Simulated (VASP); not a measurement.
A run of VASP 6.6.1 is set up as follows.

File INCAR:

```
SYSTEM = TaN
PREC     = Accurate       ! precision mode
ENCUT    = 600            ! plane-wave cutoff, eV
EDIFF    = 1E-6           ! SCF threshold, eV
ISMEAR   = 0              ! smearing method
SIGMA    = 0.1            ! smearing width, eV
LREAL    = .False.        ! projectors in reciprocal space
LASPH    = .True.         ! aspherical terms in the spheres
NELM     = 120            ! most SCF steps
ALGO     = Normal         ! electronic algorithm
ISIF     = 2              ! what is computed and relaxed
LWAVE    = .False.        ! write WAVECAR
LCHARG   = .True.         ! write CHGCAR
GGA      = PS             ! functional
LELF     = .True.         ! ELF
LVHAR    = .True.       
NBANDS   = 36             ! bands
GGA_COMPAT= .False.
```

The input KPOINTS:

```
Automatic mesh
0
Gamma
  6 6 6
  0 0 0
```

The input POSCAR:

```
TaN
1.0
    5.1849992558      0.0000000000      0.0000000000
   -2.5924996279      4.4903410741      0.0000000000
    0.0000000000      0.0000000000      2.9080000000
Ta N
3 3
Direct
    0.0000000000      0.0000000000      0.0000000000
    0.3333333333      0.6666666667      0.5000000000
    0.6666666667      0.3333333333      0.5000000000
    0.5000000000      0.0000000000      0.0000000000
    0.5000000000      0.5000000000      0.0000000000
    0.0000000000      0.5000000000      0.0000000000
```

Potentials or basis: VASP PAW PBE potentials, release 64 (Ta_sv_GW, N).

Launch:

```bash
$ cat potpaw_PBE.64/Ta_sv_GW/POTCAR potpaw_PBE.64/N/POTCAR > POTCAR
$ mpirun -np 1 vasp_std > vasp.out
```

**Question.** Estimate the band gap on the k mesh.

**Answer.** Zero (band 27 reaches 12.93 eV, above the bottom of band 28 at 10.80 eV).

**Question.** Predict the pressure.

**Answer.** 2.1 GPa.

Stress tensor (GPa, compression positive):
```
2.95 0.00 0.00
0.00 2.95 0.00
0.00 0.00 0.40
```

Caveat: the k points lie up to 0.36 Å⁻¹ apart; the PAW data sets were made with another functional, which shifts forces and pressure a little; spin-orbit coupling is left out, which moves the levels of the heavy elements.
